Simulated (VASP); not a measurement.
Wanted: the native input for a VASP 6.6.1 run.

```
Task                   : single point
Functional             : PBE
Potentials or basis    : VASP PAW PBE potentials, release 64 (O, H, F)
Cutoff                 : 520 eV
k mesh                 : 1 × 1 × 1
Occupations            : fermi-dirac, width 0.02 eV
Spin                   : no spin polarisation
Dipole correction      : no
Further INCAR settings : LREAL = Auto; ALGO = Normal; EDIFF = 1e-06; NBANDS = 66
```

The structure of H21O10F lies in POSCAR:

```
H21O10F
1.0
    6.9382320000      0.0000000000      0.0000000000
    0.0000000000      6.9382320000      0.0000000000
    0.0000000000      0.0000000000      6.9382320000
O H F
10 21 1
Direct
    0.0341441451      0.2928123476      0.0449394024
    0.5290685004      0.7169405693      0.5282613784
    0.3939764482      0.4415966488      0.0891725731
    0.9000563832     -0.0181458331      0.2544740504
    0.7696196956      1.1000641086      0.6816001540
    0.3299399617     -0.0458762405      0.3332261014
    0.1308402486      0.4180027419      0.6420079352
    0.3192600074      0.8144582078      0.9005320087
    0.7033780364      0.5484538424      0.8552466969
    0.4766055675      0.2631217866      0.4802952683
    0.1707783770      0.3203986260      0.0626240229
   -0.0204518961      0.4205105854      0.0761865559
    0.5024478859      0.6012194461      0.4593677467
    0.4429658737      0.8016595582      0.4629853830
    0.4821545316      0.4650464268     -0.0190826712
    0.4660553294      0.3789582130      0.1899475255
    0.9513374589      0.0901670627      0.1773074178
    1.0196834006     -0.0576227489      0.3248089715
    0.7491101479      0.9604464077      0.6631372373
    0.7861224589      1.1158750529      0.8242878013
    0.3744469773      0.0762297946      0.3955330407
    0.3342494169     -0.0521458493      0.1959288764
    0.1058771168      0.4474194579      0.7772729422
    0.0249487189      0.3329666693      0.6115823166
    0.3226758632      0.7943810469      0.7593144767
    0.3017195159      0.6970796018      0.9701462851
    0.6469659706      0.6320774514      0.7533475387
    0.7883852832      0.6292813501      0.9382505514
    0.5951804437      0.2313269432      0.5472287465
    0.3887157420      0.2995431689      0.5835492385
    0.8914086470      0.8184505793      0.1588877397
    0.9283344806      0.6915594636      0.0956727881
```

The input as run:

INCAR

```
PREC = Accurate ; ENCUT = 520
EDIFF = 1E-6 ; ISMEAR = -1
SIGMA = 0.02 ; LREAL = Auto
LASPH = T ; NELM = 100
ALGO = Normal ; ISIF = 2
LWAVE = F ; LCHARG = T
GGA = PE ; LELF = T
LVHAR = T ; NBANDS = 66
```

KPOINTS

```
Automatic mesh
0
Gamma
  1 1 1
```

Potentials or basis: VASP PAW PBE potentials, release 64 (O, H, F).

Launch:

```console
$ cat potpaw_PBE.64/O/POTCAR potpaw_PBE.64/H/POTCAR potpaw_PBE.64/F/POTCAR > POTCAR
$ mpirun -np 1 vasp_gam > vasp.out
```

It gave:

```json
{
  "Pressure": "1.8 GPa",
  "Largest force": "2.321 eV/Å",
  "Band gap on the k mesh": "4.40 eV"
}
```

Caveat: the k points lie up to 0.91 Å⁻¹ apart.

Run time: 31 s on 1 thread of Intel(R) Xeon(R) 6975P-C (Granite Rapids), with other jobs on the host, peak memory 0.36 GiB.
